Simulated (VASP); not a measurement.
# WC (P3m1) in VASP: relaxation of cell and atoms with PBE

Aim: the relaxation of cell and atoms of WC with PBE.

Everything below comes from runs of VASP 6.6.1. Logs are shortened: lines on timing, memory, paths and dates and some standing lists are left out, and cuts for length are marked.

## 1. The cell of the first run

Symmetry: P3m1, No. 156, trigonal system. The conventional cell has a = 3.071 Å, b = 3.071 Å, c = 4.205 Å, α = 90.00°, β = 90.00°, γ = 120.00°. Within 2.8 Å of W (site symmetry 3m) lie 3 C at 2.14 Å. Within 2.8 Å of C (site symmetry 3m) lie 3 W at 2.14 Å.

The cell was built from a structure type or drawn by symmetry, and may not be a known phase.

## 2. Relaxation of cell and atoms, PBE

File INCAR:

```
PREC     = Accurate       # precision mode
ENCUT    = 600            # plane-wave cutoff, eV
EDIFF    = 1E-7           # SCF threshold, eV
ISMEAR   = 0              # smearing method
SIGMA    = 0.2            # smearing width, eV
LREAL    = F              # projectors in reciprocal space
LASPH    = T              # aspherical terms in the spheres
NELM     = 120            # most SCF steps
ALGO     = Normal         # electronic algorithm
ISIF     = 3              # what is computed and relaxed
LWAVE    = F              # write WAVECAR
LCHARG   = F              # write CHGCAR
GGA      = PE             # functional
IBRION   = 2              # ionic algorithm
NSW      = 36             # ionic steps
EDIFFG   = -0.08          # ionic threshold
GGA_COMPAT= F            
NELMIN   = 4
```

File KPOINTS:

```
regular mesh
0
Gamma
  7 7 5
```

File POSCAR:

```
WC
1.0
    3.0713376100      0.0000000000      0.0000000000
   -1.5356688100      2.6598564000      0.0000000000
    0.0000000000      0.0000000000      4.2054946700
W C
1 1
Direct
    0.6666666700      0.3333333300      0.6360437600
    0.3333333300      0.6666666700      0.9216599100
```

Potentials or basis: VASP PAW PBE potentials, release 64 (W_sv, C).

The run is started by

```bash
> cat potpaw_PBE.64/W_sv/POTCAR potpaw_PBE.64/C/POTCAR > POTCAR
> mpirun -np 1 vasp_std > vasp.out
```

OUTCAR:

```text
PREC = Accurate
   ENCUT = 600
   EDIFF = 1E-7
   ISMEAR = 0
   LREAL = F
   LASPH = T
   NELM = 120
   ISIF = 3
   GGA = PE
   IBRION = 2
   NSW = 36
   EDIFFG = -0.08
   NELMIN = 4

 ion  position               nearest neighbor table
   1  0.667  0.333  0.636-   2 2.14   2 2.14   2 2.14
   2  0.333  0.667  0.922-   1 2.14   1 2.14   1 2.14

  LATTYP: Found a hexagonal cell.
 ALAT       =     3.0713376100
 C/A-ratio  =     1.3692713742

  Lattice vectors:

 A1 = (   3.0713376100,   0.0000000000,   0.0000000000)
 A2 = (  -1.5356688100,   2.6598564000,   0.0000000000)
 A3 = (   0.0000000000,   0.0000000000,   4.2054946700)

Analysis of symmetry for initial positions (statically):
=====================================================================
 Subroutine PRICEL returns:
 Original cell was already a primitive cell.

 Routine SETGRP: Setting up the symmetry group for a
 hexagonal supercell.

 Subroutine GETGRP returns: Found  6 space group operations
 (whereof  6 operations were pure point group operations)
 out of a pool of 24 trial point group operations.

The static configuration has the point symmetry C_3v.

Analysis of symmetry for dynamics (positions and initial velocities):
=====================================================================
 Subroutine PRICEL returns:
 Original cell was already a primitive cell.

 Routine SETGRP: Setting up the symmetry group for a
 hexagonal supercell.

 Subroutine GETGRP returns: Found  6 space group operations
 (whereof  6 operations were pure point group operations)
 out of a pool of 24 trial point group operations.

The dynamic configuration has the point symmetry C_3v.

 Subroutine INISYM returns: Found  6 space group operations
 (whereof  6 operations are pure point group operations),
 and found     1 'primitive' translations

----------------------------------------------------------------------------------------

                                     Primitive cell

  volume of cell :      34.3560

  direct lattice vectors                    reciprocal lattice vectors
     3.071337610  0.000000000  0.000000000     0.325591038  0.187980074  0.000000000
    -1.535668810  2.659856400  0.000000000     0.000000000  0.375960146  0.000000000
     0.000000000  0.000000000  4.205494670     0.000000000  0.000000000  0.237784156

  length of vectors
     3.071337610  3.071337618  4.205494670     0.375960147  0.375960146  0.237784156

  position of ions in fractional coordinates (direct lattice)
     0.666666670  0.333333330  0.636043760
     0.333333330  0.666666670  0.921659910

  ion indices of the primitive-cell ions
   primitive index   ion index
                 1           1
                 2           2

----------------------------------------------------------------------------------------

 KPOINTS: regular mesh

Automatic generation of k-mesh.
 Grid dimensions read from file:
 generate k-points for:    7    7    5

 Generating k-lattice:

  Cartesian coordinates                     Fractional coordinates (reciprocal lattice)
     0.046513005  0.026854296  0.000000000     0.142857143  0.000000000  0.000000000
     0.000000000  0.053708592  0.000000000     0.000000000  0.142857143  0.000000000
     0.000000000  0.000000000  0.047556831     0.000000000  0.000000000  0.200000000

  Length of vectors
     0.053708592  0.053708592  0.047556831

  Shift w.r.t. Gamma in fractional coordinates (k-lattice)
     0.000000000  0.000000000  0.000000000

 Subroutine IBZKPT returns following result:
 ===========================================

 Found     32 irreducible k-points:

 Following reciprocal coordinates:
            Coordinates               Weight
  0.000000  0.000000  0.000000      1.000000
  0.142857 -0.000000  0.000000      6.000000
  0.285714  0.000000  0.000000      6.000000
  0.428571 -0.000000  0.000000      6.000000
  0.142857  0.142857  0.000000      6.000000
  0.285714  0.142857  0.000000     12.000000
[... 16 lines left out ...]
  0.000000  0.142857  0.400000      6.000000
  0.285714  0.000000  0.400000      6.000000
 [... further k-points ...]
   k-points           NKPTS =     32   k-points in BZ     NKDIM =     32   number of bands    NBANDS=     13
   number of dos      NEDOS =    301   number of ions     NIONS =      2
   total plane-waves  NPLWV =  28224
   dimension x,y,z NGX =    28 NGY =   28 NGZ =   36
   dimension x,y,z NGXF=    56 NGYF=   56 NGZF=   72
   ions per type =               1   1
   NGX,Y,Z   is equivalent  to a cutoff of  15.16, 15.16, 14.23 a.u.
   NGXF,Y,Z  is equivalent  to a cutoff of  30.31, 30.31, 28.46 a.u.
 SYSTEM =  unknown system
   PREC   = accura    normal or accurate (medium, high low for compatibility)
   ISTART =      0    job   : 0-new  1-cont  2-samecut
   ICHARG =      2    charge: 1-file 2-atom 10-const
   ISPIN  =      1    spin polarized calculation?
   LNONCOLLINEAR =      F non collinear calculations
   LSORBIT =      F    spin-orbit coupling
   LASPH  =      T    aspherical Exc in radial PAW
   ENCUT  =  600.0 eV  44.10 Ry    6.64 a.u.   6.13  6.13  8.40*2*pi/ulx,y,z
   NELM   =    120;   NELMIN=  4; NELMDL= -5     # of ELM steps
   EDIFF  = 0.1E-06   stopping-criterion for ELM
   LREAL  =      F    real-space projection
   EDIFFG = -.8E-01   stopping-criterion for IOM
   NSW    =     36    number of steps for IOM
   IBRION =      2    ionic relax: 0-MD 1-quasi-New 2-CG
   NFREE  =      1    steps in history (QN), initial steepest desc. (CG)
   ISIF   =      3    stress and relaxation
   ISYM   =      2    0-nonsym 1-usesym 2-fastsym
   POTIM  = 0.5000    time-step for ionic-motion
   TEBEG  =    0.0;   TEEND  =   0.0 temperature during run
   PSTRESS=    0.0 pullay stress
   NELECT =      18.0000    total number of electrons
   NUPDOWN=      -1.0000    fix difference up-down
   EMIN   =  10.00;   EMAX   =-10.00  energy-range for DOS
   EFERMI =   0.00;   METHOD = LEGACY
   ISMEAR =     0;   SIGMA  =   0.20  broadening in eV -4-tet -1-fermi 0-gaus
   EFERMI_NEDOS =   21; number of points for ismear=-14 and -15
   IALGO  =     38    algorithm
   IMIX   =      4    mixing-type and parameters
     AMIX     =   0.40;   BMIX     =  1.00
     AMIX_MAG =   1.60;   BMIX_MAG =  1.00
  volume/ion in A,a.u.               =      17.18       115.92
  Fermi-wavevector in a.u.,A,eV,Ry     =   1.319769  2.494003 23.698509  1.741791
  Thomas-Fermi vector in A             =   2.449644
   LORBIT       =      0    0 simple, 1 ext, 2 COOP (PROOUT), +10 PAW based schemes
   GGA     = PE    functional components
   LHFCALC =     F    Hartree Fock is set to
   AEXX    =    0.0000 exact exchange contribution
   IVDW    =     0    specifies the selected vdW correction
   LEPSILON=     F    determine dielectric tensor
   LRPA    =     F    only Hartree local field effects (RPA)
 conjugate gradient relaxation of ions
 non-spin polarized calculation
 Gauss-broadening in eV      SIGMA  =   0.20
  energy-cutoff  :      600.00
  volume of cell :       34.36
 maximum number of plane-waves:      1153
 NGX is ok and might be reduce to    28
   NGX = 13   NGY = 13   NGZ = 17

--------------------------------------- Ionic step        1  -------------------------------------------

 number of electron      18.0000001 magnetization

 Free energy of the ion-electron system (eV)
  ---------------------------------------------------
  ext. energy  EPLUGINS =         0.00000000
  ---------------------------------------------------
  free energy    TOTEN  =       -18.96474011 eV

  energy without entropy =      -18.95172380  energy(sigma->0) =      -18.95823195

------------------------ aborting loop because EDIFF is reached ----------------------------------------

  FORCE on cell =-STRESS in cart. coord.  units (eV):
  Direction    XX          YY          ZZ          XY          YZ          ZX
  --------------------------------------------------------------------------------------
  -------------------------------------------------------------------------------------
  Total       -5.1758607     -5.1758608     -7.6300014      0.0000000     -0.0000000     -0.0000000
  in kB     -241.3739121   -241.3739132   -355.8216453      0.0000005     -0.0000000     -0.0000000
  external PRESSURE =    -279.5231568 kB  Pullay stress =       0.0000000 kB
[... 89 lines left out ...]
  FREE ENERGIE OF THE ION-ELECTRON SYSTEM (eV)
  ---------------------------------------------------
  free  energy   TOTEN  =       -19.6047115684 eV

  energy  without entropy=      -19.5947620409  energy(sigma->0) =      -19.59973680

 E-fermi :   9.6315     XC(G=0): -13.1764

 val. band max:        9.6232177647   @ k =   0.1429  -0.0000   0.4000
 cond. band min:       9.6412588224   @ k =   0.0000   0.1429   0.4000
 fundamental gap:      0.0180410576
 Fermi energy:         9.6315491110

 k-point     1 :       0.0000    0.0000    0.0000
  band No.  band energies     occupation
      1     -64.7204      2.00000
      2     -28.6893      2.00000
      3     -28.6335      2.00000
      4     -28.6335      2.00000
      5      -4.0779      2.00000
      6       5.8198      2.00000
      7       6.5451      2.00000
      8       6.5451      2.00000
      9       9.7455      0.42048
     10      12.2762      0.00000
     11      12.2762      0.00000
     12      14.5951      0.00000
     13      14.5951      0.00000
[... 353 lines left out ...]
 k-point    24 :       0.2857    0.0000    0.4000
  band No.  band energies     occupation
      1     -64.6769      2.00000
      2     -29.1148      2.00000
      3     -28.8919      2.00000
      4     -28.6606      2.00000
      5      -1.0674      2.00000
      6       3.4793      2.00000
      7       6.2618      2.00000
      8       6.4374      2.00000
      9       8.2059      2.00000
     10      11.0755      0.00000
     11      13.0887      0.00000
     12      14.7856      0.00000
     13      16.1589      0.00000

 [... further k-points ...]

[... ionic steps 4 to 21 ...]

--------------------------------------- Ionic step       22  -------------------------------------------

 number of electron      18.0000000 magnetization

------------------------ aborting loop because EDIFF is reached ----------------------------------------

  FORCE on cell =-STRESS in cart. coord.  units (eV):
  Direction    XX          YY          ZZ          XY          YZ          ZX
  --------------------------------------------------------------------------------------
  -------------------------------------------------------------------------------------
  Total       -0.3996172     -0.3996172      0.5034029      0.0000000     -0.0000000      0.0000000
  in kB      -30.2120258    -30.2120260     38.0584753      0.0000000     -0.0000000      0.0000000
  external PRESSURE =      -7.4551922 kB  Pullay stress =       0.0000000 kB
[... 57 lines left out ...]
  energy  without entropy=      -22.4460091330  energy(sigma->0) =      -22.44967263

--------------------------------------- Ionic step       24  -------------------------------------------

 number of electron      18.0000000 magnetization

 Free energy of the ion-electron system (eV)
  ---------------------------------------------------
  ext. energy  EPLUGINS =         0.00000000
  ---------------------------------------------------
  free energy    TOTEN  =       -22.45391577 eV

  energy without entropy =      -22.44674256  energy(sigma->0) =      -22.45032916

 E-fermi :  10.9389     XC(G=0): -13.7056

 val. band max:       10.9346353808   @ k =   0.0000   0.1429   0.4000
 cond. band min:      10.9566089793   @ k =   0.0000   0.0000   0.0000
 fundamental gap:      0.0219735985
 Fermi energy:        10.9388968792

 k-point     1 :       0.0000    0.0000    0.0000
  band No.  band energies     occupation
      1     -63.2063      2.00000
      2     -27.1950      2.00000
      3     -27.0871      2.00000
      4     -27.0871      2.00000
      5      -3.4909      2.00000
      6       6.6187      2.00000
      7       7.5473      2.00000
      8       7.5473      2.00000
      9      10.9566      0.90033
     10      13.9929      0.00000
     11      13.9929      0.00000
     12      16.3781      0.00000
     13      16.3781      0.00000
[... 397 lines left out ...]
  FREE ENERGIE OF THE ION-ELECTRON SYSTEM (eV)
  ---------------------------------------------------
  free  energy   TOTEN  =       -22.4539157713 eV

  energy  without entropy=      -22.4467425581  energy(sigma->0) =      -22.45032916

 reached required accuracy - stopping structural energy minimisation
```

It took 5.7 min on 1 thread of Intel Xeon Platinum 8488C (Sapphire Rapids), shared host; peak memory 0.21 GiB.

What came out:

```
Free energy                           : -22.4539 eV
Relaxed volume                        : 10.55 Å³/atom
Relaxed cell                          : a = 2.927 Å, b = 2.927 Å, c = 2.844 Å, α = 90.00°, β = 90.00°, γ = 120.00°
Space group after relaxing (to 0.1 Å) : P-6m2 (No. 187)
Pressure after relaxing               : 0.4 GPa
Largest force after relaxing          : 0.012 eV/Å
Band gap on the k mesh                : zero (bands 9 and 10 overlap by 0.89 eV)
```

Forces in eV/Å, atoms in the order of the input:
```
W    0.000  0.000  0.012
C    0.000  0.000 -0.012
```

Final structure:
```
CELL_PARAMETERS angstrom
2.92722 0.00000 0.00000
-1.46361 2.53504 0.00000
0.00000 0.00000 2.84450
ATOMIC_POSITIONS crystal
W 0.66667 0.33333 0.52869
C 0.33333 0.66667 0.02901
```

Levels at points of the mesh, in eV from the Fermi level:
```
           k point  band 5  band 6  band 7  band 8  band 9  band 10  band 11  band 12  band 13
(0.00, 0.00, 0.00)  -14.43   -4.32   -3.39   -3.39    0.02     3.05     3.05     5.44     5.44
```

Caveat: the volume moved by over 15 % at a fixed basis, so the end points are rough; spin-orbit coupling is left out, which moves the levels of the heavy elements.
